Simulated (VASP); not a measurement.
# P (P6_3/mmc) in VASP: a series of runs, part 2 of 2

VASP 6.6.1.

## 3. Relaxation of cell and atoms, PBE, target pressure 15 GPa, at which the enthalpy is minimised

This run uses another cell than the first one, of 13.30 Å³/atom, 1.035 times its volume.

INCAR reads:

```
PREC     = Accurate       # precision mode
ENCUT    = 600            # plane-wave cutoff, eV
EDIFF    = 1E-6           # SCF threshold, eV
ISMEAR   = -1             # smearing method
SIGMA    = 0.05           # smearing width, eV
LREAL    = False          # projectors in reciprocal space
LASPH    = True           # aspherical terms in the spheres
NELM     = 100            # most SCF steps
ALGO     = Normal         # electronic algorithm
ISIF     = 3              # what is computed and relaxed
LWAVE    = False          # write WAVECAR
LCHARG   = False          # write CHGCAR
GGA      = PE             # functional
IBRION   = 2              # ionic algorithm
NSW      = 32             # ionic steps
EDIFFG   = -0.005         # ionic threshold
PSTRESS  = 150.0
```

KPOINTS reads:

```
Automatic mesh
0
Gamma
  17 17 9
```

POSCAR reads:

```
P
1.0
    3.1430757370      0.0000000000      0.0000000000
   -1.5715378685      2.7219834342      0.0000000000
    0.0000000000      0.0000000000      3.1089634499
P
2
Direct
    0.3333333333      0.6666666667      0.2500000000
    0.6666666667      0.3333333333      0.7500000000
```

Potentials or basis: VASP PAW PBE potentials, release 64 (P).

The run is started by

```bash
$ cat potpaw_PBE.64/P/POTCAR > POTCAR
$ mpirun -np 1 vasp_std > vasp.out
```

OUTCAR:

```text
PREC = Accurate
   ENCUT = 600
   EDIFF = 1E-6
   ISMEAR = -1
   LREAL = False
   LASPH = True
   NELM = 100
   ISIF = 3
   GGA = PE
   IBRION = 2
   NSW = 32
   EDIFFG = -0.005
   PSTRESS = 150.0

 ion  position               nearest neighbor table
   1  0.333  0.667  0.250-   2 2.39   2 2.39   2 2.39   2 2.39   2 2.39   2 2.39
   2  0.667  0.333  0.750-   1 2.39   1 2.39   1 2.39   1 2.39   1 2.39   1 2.39

  LATTYP: Found a hexagonal cell.
 ALAT       =     3.1430757370
 C/A-ratio  =     0.9891468453

  Lattice vectors:

 A1 = (   3.1430757370,   0.0000000000,   0.0000000000)
 A2 = (  -1.5715378685,   2.7219834342,   0.0000000000)
 A3 = (   0.0000000000,   0.0000000000,   3.1089634499)

Analysis of symmetry for initial positions (statically):
=====================================================================
 Subroutine PRICEL returns:
 Original cell was already a primitive cell.

 Routine SETGRP: Setting up the symmetry group for a
 hexagonal supercell.

 Subroutine GETGRP returns: Found 24 space group operations
 (whereof 12 operations were pure point group operations)
 out of a pool of 24 trial point group operations.

The static configuration has the point symmetry D_3d.
 The point group associated with its full space group is D_6h.

Analysis of symmetry for dynamics (positions and initial velocities):
=====================================================================
 Subroutine PRICEL returns:
 Original cell was already a primitive cell.

 Routine SETGRP: Setting up the symmetry group for a
 hexagonal supercell.

 Subroutine GETGRP returns: Found 24 space group operations
 (whereof 12 operations were pure point group operations)
 out of a pool of 24 trial point group operations.

The dynamic configuration has the point symmetry D_3d.
 The point group associated with its full space group is D_6h.

 Subroutine INISYM returns: Found 24 space group operations
 (whereof 12 operations are pure point group operations),
 and found     1 'primitive' translations

----------------------------------------------------------------------------------------

                                     Primitive cell

  volume of cell :      26.5984

  direct lattice vectors                    reciprocal lattice vectors
     3.143075737  0.000000000  0.000000000     0.318159689  0.183689582  0.000000000
    -1.571537869  2.721983434  0.000000000     0.000000000  0.367379165  0.000000000
     0.000000000  0.000000000  3.108963450     0.000000000  0.000000000  0.321650613

  length of vectors
     3.143075737  3.143075737  3.108963450     0.367379165  0.367379165  0.321650613

  position of ions in fractional coordinates (direct lattice)
     0.333333333  0.666666667  0.250000000
     0.666666667  0.333333333  0.750000000

  ion indices of the primitive-cell ions
   primitive index   ion index
                 1           1
                 2           2

----------------------------------------------------------------------------------------

 KPOINTS: Automatic mesh
[... 30 lines left out ...]
  0.294118  0.000000  0.000000      6.000000
[... 16 lines left out ...]
  0.411765  0.117647  0.000000     12.000000
  0.176471  0.176471  0.000000      6.000000
 [... further k-points ...]
   k-points           NKPTS =    165   k-points in BZ     NKDIM =    165   number of bands    NBANDS=      9
   number of dos      NEDOS =    301   number of ions     NIONS =      2
   total plane-waves  NPLWV =  21952
   dimension x,y,z NGX =    28 NGY =   28 NGZ =   28
   dimension x,y,z NGXF=    56 NGYF=   56 NGZF=   56
   ions per type =               2
   NGX,Y,Z   is equivalent  to a cutoff of  14.81, 14.81, 14.97 a.u.
   NGXF,Y,Z  is equivalent  to a cutoff of  29.62, 29.62, 29.94 a.u.
 SYSTEM =  unknown system
   PREC   = accura    normal or accurate (medium, high low for compatibility)
   ISTART =      0    job   : 0-new  1-cont  2-samecut
   ICHARG =      2    charge: 1-file 2-atom 10-const
   ISPIN  =      1    spin polarized calculation?
   LNONCOLLINEAR =      F non collinear calculations
   LSORBIT =      F    spin-orbit coupling
   LASPH  =      T    aspherical Exc in radial PAW
   ENCUT  =  600.0 eV  44.10 Ry    6.64 a.u.   6.28  6.28  6.21*2*pi/ulx,y,z
   NELM   =    100;   NELMIN=  2; NELMDL= -5     # of ELM steps
   EDIFF  = 0.1E-05   stopping-criterion for ELM
   LREAL  =      F    real-space projection
   EDIFFG = -.5E-02   stopping-criterion for IOM
   NSW    =     32    number of steps for IOM
   IBRION =      2    ionic relax: 0-MD 1-quasi-New 2-CG
   NFREE  =      1    steps in history (QN), initial steepest desc. (CG)
   ISIF   =      3    stress and relaxation
   ISYM   =      2    0-nonsym 1-usesym 2-fastsym
   POTIM  = 0.5000    time-step for ionic-motion
   TEBEG  =    0.0;   TEEND  =   0.0 temperature during run
   PSTRESS=  150.0 pullay stress
   NELECT =      10.0000    total number of electrons
   NUPDOWN=      -1.0000    fix difference up-down
   EMIN   =  10.00;   EMAX   =-10.00  energy-range for DOS
   EFERMI =   0.00;   METHOD = LEGACY
   ISMEAR =    -1;   SIGMA  =   0.05  broadening in eV -4-tet -1-fermi 0-gaus
   EFERMI_NEDOS =   21; number of points for ismear=-14 and -15
   IALGO  =     38    algorithm
   IMIX   =      4    mixing-type and parameters
     AMIX     =   0.40;   BMIX     =  1.00
     AMIX_MAG =   1.60;   BMIX_MAG =  1.00
  volume/ion in A,a.u.               =      13.30        89.75
  Fermi-wavevector in a.u.,A,eV,Ry     =   1.181561  2.232827 18.994912  1.396087
  Thomas-Fermi vector in A             =   2.317832
   LORBIT       =      0    0 simple, 1 ext, 2 COOP (PROOUT), +10 PAW based schemes
   GGA     = PE    functional components
   LHFCALC =     F    Hartree Fock is set to
   AEXX    =    0.0000 exact exchange contribution
   IVDW    =     0    specifies the selected vdW correction
   LEPSILON=     F    determine dielectric tensor
   LRPA    =     F    only Hartree local field effects (RPA)
 conjugate gradient relaxation of ions
 non-spin polarized calculation
  energy-cutoff  :      600.00
  volume of cell :       26.60
 maximum number of plane-waves:       906
 NGX is ok and might be reduce to    28
   NGX = 13   NGY = 13   NGZ = 13

--------------------------------------- Ionic step        1  -------------------------------------------

 number of electron      10.0000000 magnetization

 number of electron       9.9999999 magnetization

 Free energy of the ion-electron system (eV)
  ---------------------------------------------------
  ext. energy  EPLUGINS =         0.00000000
  ---------------------------------------------------
  free energy    TOTEN  =        -9.80140981 eV

  energy without entropy =       -9.79486428  energy(sigma->0) =       -9.79813704

------------------------ aborting loop because EDIFF is reached ----------------------------------------

  FORCE on cell =-STRESS in cart. coord.  units (eV):
  Direction    XX          YY          ZZ          XY          YZ          ZX
  --------------------------------------------------------------------------------------
  -------------------------------------------------------------------------------------
  Total        2.4378713      2.4378713      2.4187920      0.0000000     -0.0000000      0.0000000
  in kB      146.8471149    146.8471149    145.6978566      0.0000000     -0.0000000      0.0000000
  external PRESSURE =      -3.5359712 kB  Pullay stress =     150.0000000 kB
[... 63 lines left out ...]
--------------------------------------- Ionic step        3  -------------------------------------------

 number of electron       9.9999999 magnetization

 Free energy of the ion-electron system (eV)
  ---------------------------------------------------
  ext. energy  EPLUGINS =         0.00000000
  ---------------------------------------------------
  free energy    TOTEN  =        -9.79534908 eV

  energy without entropy =       -9.78883136  energy(sigma->0) =       -9.79209022

 E-fermi :  11.1782     XC(G=0): -11.7323

 val. band max:       11.1692190871   @ k =   0.1176   0.0000   0.4444
 cond. band min:      11.1880187457   @ k =   0.4118   0.0000   0.1111
 fundamental gap:      0.0187996587
 Fermi energy:        11.1781749064

 k-point     1 :       0.0000    0.0000    0.0000
  band No.  band energies     occupation
      1      -6.5289      2.00000
      2       6.5566      2.00000
      3       8.5157      2.00000
      4       9.2850      2.00000
      5       9.2850      2.00000
      6      13.4017      0.00000
      7      13.4017      0.00000
      8      13.5793      0.00000
      9      20.0210      0.00000
[... 265 lines left out ...]
 k-point    24 :       0.1765    0.1765    0.0000
  band No.  band energies     occupation
      1      -4.8590      2.00000
      2       2.8460      2.00000
      3       5.6475      2.00000
      4       8.0312      2.00000
      5      10.7656      1.99948
      6      14.1588      0.00000
      7      14.9495      0.00000
      8      15.0676      0.00000
      9      18.7685      0.00000

 [... further k-points ...]
[... 5 lines left out ...]
  --------------------------------------------------------------------------------------
  -------------------------------------------------------------------------------------
  Total        2.4852852      2.4852852      2.4848612     -0.0000000     -0.0000000      0.0000000
  in kB      150.0729455    150.0729455    150.0473383     -0.0000000     -0.0000000      0.0000000
  external PRESSURE =       0.0644098 kB  Pullay stress =     150.0000000 kB
[... 21 lines left out ...]
  energy  without entropy=       -9.7888313638  energy(sigma->0) =       -9.79209022

  enthalpy is  TOTEN    =        -7.3112718699 eV   P V=        2.4840772056

 reached required accuracy - stopping structural energy minimisation
```

Wall time 28 s (1 thread of Intel Xeon Platinum 8481C at 2.70GHz (Sapphire Rapids), shared host); peak memory 0.17 GiB.

What came out:

| Property | Result |
| --- | --- |
| Free energy | -9.7953 eV |
| Relaxed volume | 13.27 Å³/atom |
| Relaxed cell | a = 3.141 Å, b = 3.141 Å, c = 3.106 Å, α = 90.00°, β = 90.00°, γ = 120.00° |
| Space group after relaxing (to 0.05 Å) | P6_3/mmc (No. 194) |
| Energy change on relaxing (the enthalpy is what falls) | +3.0 meV/atom |
| Ionic steps | 3 |
| Pressure after relaxing | 15.0 GPa |
| Band gap on the k mesh | zero (band 5 reaches 13.42 eV, above the bottom of band 6 at 7.24 eV) |

The path:
| step | energy change (eV) | largest force (eV/Å) | pressure (GPa) | volume (Å³) |
| --- | --- | --- | --- | --- |
| 1 | 0.0000 | 0.0000 | 14.65 | 26.60 |
| 2 | 0.0105 | 0.0000 | 15.26 | 26.49 |
| 3 | 0.0061 | 0.0000 | 15.01 | 26.53 |

Final structure:
```
CELL_PARAMETERS angstrom
3.14077 0.00000 0.00000
-1.57039 2.71999 0.00000
0.00000 0.00000 3.10585
ATOMIC_POSITIONS crystal
P 0.33333 0.66667 0.25000
P 0.66667 0.33333 0.75000
```

Caveat: the cell is relaxed towards a set pressure, so the enthalpy falls and the energy may rise.

## 4. Single point, PBE

This run uses another cell than the first one, of 13.30 Å³/atom, 1.035 times its volume.

INCAR reads:

```
ALGO = Normal
EDIFF = 1E-6
ENCUT = 520
GGA = PE
ISIF = 2
ISMEAR = -1
LASPH = True
LCHARG = False
LREAL = False
LWAVE = False
NBANDS = 12
NELM = 80
PREC = Accurate
SIGMA = 0.05
```

KPOINTS reads:

```
k-points
0
Gamma
  17 17 9
```

POSCAR is that of step 3.

Potentials or basis: VASP PAW PBE potentials, release 64 (P).

The run is started by

```bash
$ cat potpaw_PBE.64/P/POTCAR > POTCAR
$ mpirun -np 1 vasp_std > vasp.out
```

OUTCAR:

```text
EDIFF = 1E-6
   ENCUT = 520
   GGA = PE
   ISIF = 2
   ISMEAR = -1
   LASPH = True
   LREAL = False
   NELM = 80
   PREC = Accurate

 ion  position               nearest neighbor table
   1  0.333  0.667  0.250-   2 2.39   2 2.39   2 2.39   2 2.39   2 2.39   2 2.39
   2  0.667  0.333  0.750-   1 2.39   1 2.39   1 2.39   1 2.39   1 2.39   1 2.39

  LATTYP: Found a hexagonal cell.
 ALAT       =     3.1430757370
 C/A-ratio  =     0.9891468453

  Lattice vectors:

 A1 = (   3.1430757370,   0.0000000000,   0.0000000000)
 A2 = (  -1.5715378685,   2.7219834342,   0.0000000000)
 A3 = (   0.0000000000,   0.0000000000,   3.1089634499)

Analysis of symmetry for initial positions (statically):
=====================================================================
 Subroutine PRICEL returns:
 Original cell was already a primitive cell.

 Routine SETGRP: Setting up the symmetry group for a
 hexagonal supercell.

 Subroutine GETGRP returns: Found 24 space group operations
 (whereof 12 operations were pure point group operations)
 out of a pool of 24 trial point group operations.

The static configuration has the point symmetry D_3d.
 The point group associated with its full space group is D_6h.
[... 167 lines left out ...]
 Fermi energy:        11.1384045193

 k-point     1 :       0.0000    0.0000    0.0000
  band No.  band energies     occupation
      1      -6.5390      2.00000
      2       6.5242      2.00000
      3       8.4576      2.00000
      4       9.2535      2.00000
      5       9.2535      2.00000
      6      13.3667      0.00000
      7      13.3667      0.00000
      8      13.5499      0.00000
      9      19.9835      0.00000
     10      20.5563      0.00000
     11      22.9000      0.00000
     12      22.9000      0.00000
[... 331 lines left out ...]
 k-point    24 :       0.1765    0.1765    0.0000
  band No.  band energies     occupation
      1      -4.8721      2.00000
      2       2.8181      2.00000
      3       5.6251      2.00000
      4       7.9964      2.00000
      5      10.7159      1.99957
      6      14.1183      0.00000
      7      14.9030      0.00000
      8      15.0303      0.00000
      9      18.7038      0.00000
     10      18.7807      0.00000
     11      19.7975      0.00000
     12      24.1770      0.00000

 [... further k-points ...]
[... 5 lines left out ...]
  --------------------------------------------------------------------------------------
  -------------------------------------------------------------------------------------
  Total        2.4343122      2.4343122      2.4154155      0.0000000      0.0000000      0.0000000
  in kB      146.6327308    146.6327308    145.4944688      0.0000000      0.0000000      0.0000000
  external PRESSURE =     146.2533101 kB  Pullay stress =       0.0000000 kB

 VOLUME and BASIS-vectors are now :
 -----------------------------------------------------------------------------
  energy-cutoff  :      520.00
  volume of cell :       26.60
      direct lattice vectors                 reciprocal lattice vectors
     3.143075737  0.000000000  0.000000000     0.318159689  0.183689582  0.000000000
    -1.571537869  2.721983434  0.000000000     0.000000000  0.367379165  0.000000000
     0.000000000  0.000000000  3.108963450     0.000000000  0.000000000  0.321650613

 POSITION                                       TOTAL-FORCE (eV/Angst)
 -----------------------------------------------------------------------------------
     -0.00000      1.81466      0.77724         0.000000     -0.000000      0.000000
      1.57154      0.90733      2.33172        -0.000000      0.000000      0.000000
 -----------------------------------------------------------------------------------
    total drift:                               -0.000000      0.000000      0.000000

  FREE ENERGIE OF THE ION-ELECTRON SYSTEM (eV)
  ---------------------------------------------------
  free  energy   TOTEN  =        -9.8008421339 eV

  energy  without entropy=       -9.7942965698  energy(sigma->0) =       -9.79756935
```

OSZICAR:

```text
N       E                     dE             d eps       ncg     rms          rms(c)
DAV:   1     0.211979971058E+02    0.21198E+02   -0.47115E+03  3976   0.738E+02
DAV:   2    -0.879222537828E+01   -0.29990E+02   -0.28708E+02  5260   0.120E+02
DAV:   3    -0.983186698509E+01   -0.10396E+01   -0.10303E+01  5220   0.203E+01
DAV:   4    -0.983711534088E+01   -0.52484E-02   -0.52469E-02  4620   0.175E+00
DAV:   5    -0.983714717654E+01   -0.31836E-04   -0.31836E-04  5092   0.131E-01    0.781E+00
DAV:   6    -0.981192538250E+01    0.25222E-01   -0.12588E-02  4648   0.584E-01    0.463E+00
DAV:   7    -0.980074139661E+01    0.11184E-01   -0.24219E-02  4800   0.855E-01    0.105E-01
DAV:   8    -0.980082909067E+01   -0.87694E-04   -0.14983E-03  4596   0.256E-01    0.360E-02
DAV:   9    -0.980084076171E+01   -0.11671E-04   -0.17849E-05  5088   0.316E-02    0.196E-02
DAV:  10    -0.980084209686E+01   -0.13351E-05   -0.23526E-06  4636   0.955E-03    0.184E-03
DAV:  11    -0.980084213393E+01   -0.37076E-07   -0.12551E-07  2572   0.253E-03
   1 F= -.98008421E+01 E0= -.97975694E+01  d E =-.654556E-02
```

stdout:

```text
POSCAR found type information on POSCAR P
 POSCAR found :  1 types and       2 ions
 scaLAPACK will be used
 LDA part: xc-table for (Slater+PW92), standard interpolation
 POSCAR, INCAR and KPOINTS ok, starting setup
 FFT: planning ... GRIDC
 FFT: planning ... GRID_SOFT
 FFT: planning ... GRID
 WAVECAR not read
 entering main loop
```

It took 9.9 s on 1 thread of Intel Xeon 6975P-C (Granite Rapids), shared host; peak memory 0.15 GiB.

What came out:

- Free energy: -9.8008 eV
- Pressure: 14.6 GPa
- Band gap on the k mesh: zero (band 5 reaches 13.37 eV, above the bottom of band 6 at 7.22 eV)

## 5. Single point, PBE

This run uses another cell than the first one, of 13.31 Å³/atom, 1.036 times its volume.

INCAR reads:

```
PREC = Accurate ; ENCUT = 520
EDIFF = 1E-6 ; ISMEAR = -1
SIGMA = 0.05 ; LREAL = False
LASPH = True ; NELM = 60
ALGO = Normal ; ISIF = 2
LWAVE = False ; LCHARG = False
GGA = PE ; NBANDS = 12
```

KPOINTS reads:

```
Automatic mesh
0
Gamma
  17 17 9
```

POSCAR reads:

```
P
1.0
    3.1436843337      0.0000000000      0.0000000000
   -1.5718421669      2.7225104945      0.0000000000
    0.0000000000      0.0000000000      3.1093520685
P
2
Direct
    0.3333333333      0.6666666667      0.2500000000
    0.6666666667      0.3333333333      0.7500000000
```

The run is started by

```bash
$ cat potpaw_PBE.64/P/POTCAR > POTCAR
$ mpirun -np 1 vasp_std > vasp.out
```

Run time: 14 s. Hardware: 1 thread of Intel Xeon Platinum 8488C (Sapphire Rapids), shared host; peak memory 0.15 GiB.

Results (log left out):

| Quantity | Value |
| --- | --- |
| Free energy | -9.8021 eV |
| Pressure | 14.6 GPa |
| Band gap on the k mesh | zero (band 5 reaches 13.36 eV, above the bottom of band 6 at 7.21 eV) |

Stress tensor (GPa, compression positive):
```
14.59  0.00  0.00
 0.00 14.59  0.00
 0.00  0.00 14.48
```

Levels at points of the mesh, in eV from the Fermi level:
```
           k point  band 2  band 3  band 4  band 5  band 6  band 7  band 8  band 9
(0.00, 0.00, 0.00)   -4.61   -2.68   -1.88   -1.88    2.23    2.23    2.41    8.84
```

## 6. The runs side by side

```csv
task,cell,cutoff (eV),gap on the mesh (eV),pressure (GPa)
relaxation of cell and atoms,"relaxed to 15 GPa from a = 2.636, b = 2.636, c = 4.270 Å, angles 90.0, 90.0, 120.0°, 2 atoms",600,none,15.0
relaxation of cell and atoms,"relaxed to 15 GPa from a = 3.143, b = 3.143, c = 3.109 Å, angles 90.0, 90.0, 120.0°, 2 atoms",600,none,15.0
single point,"a = 3.143, b = 3.143, c = 3.109 Å, angles 90.0, 90.0, 120.0°, 2 atoms",520,none,14.6
single point,"a = 3.144, b = 3.144, c = 3.109 Å, angles 90.0, 90.0, 120.0°, 2 atoms",520,none,14.6
```

Alike in all rows: level PBE; potentials or basis VASP PAW PBE potentials, release 64 (P); no spin polarisation; k mesh 17 × 17 × 9; smearing fermi-dirac 0.05 eV.

Caveats: the cell is relaxed towards a set pressure, so the enthalpy falls and the energy may rise (some runs).

Absolute energies hang on the potentials; compare differences alone.
